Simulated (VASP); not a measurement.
A run of VASP 6.6.1 is set up as follows.

Contents of INCAR:

```
PREC     = Accurate       # precision mode
ENCUT    = 600            # plane-wave cutoff, eV
EDIFF    = 1E-7           # SCF threshold, eV
ISMEAR   = 0              # smearing method
SIGMA    = 0.1            # smearing width, eV
LREAL    = False          # projectors in reciprocal space
LASPH    = True           # aspherical terms in the spheres
NELM     = 100            # most SCF steps
ALGO     = Normal         # electronic algorithm
ISIF     = 3              # what is computed and relaxed
LWAVE    = False          # write WAVECAR
LCHARG   = False          # write CHGCAR
GGA      = PS             # functional
IBRION   = 2              # ionic algorithm
NSW      = 100            # ionic steps
EDIFFG   = -0.005         # ionic threshold
```

KPOINTS

```
regular mesh
0
Gamma
  18 18 18
```

The input POSCAR:

```
Mg2Rh
1.0
   -1.5859504672      1.5859504672      5.0542939461
    1.5859504672     -1.5859504672      5.0542939461
    1.5859504672      1.5859504672     -5.0542939461
Mg Rh
2 1
Direct
    0.6428177000      0.6428177000      0.0000000000
    0.3571823000      0.3571823000      0.0000000000
    0.0000000000      0.0000000000      0.0000000000
```

Potentials or basis: VASP PAW PBE potentials, release 64 (Mg, Rh_pv).

Command:

```sh
$ cat potpaw_PBE.64/Mg/POTCAR potpaw_PBE.64/Rh_pv/POTCAR > POTCAR
$ mpirun -np 1 vasp_std > vasp.out
```

Predict the space group after relaxing (to 0.05 Å).

I4/mmm (No. 139).

Predict the relaxed cell.

a = 5.483 Å, b = 5.483 Å, c = 5.483 Å, α = 146.39°, β = 146.39°, γ = 48.27°.

Final structure:
```
Mg Rh
1.0
    -1.58531    1.58531    5.00338
     1.58531   -1.58531    5.00338
     1.58531    1.58531   -5.00338
Mg Rh
2 1
Cartesian
  0.0000 0.0000 6.4402
  1.5853 1.5853 -1.4369
  0.0000 0.0000 10.0068
```
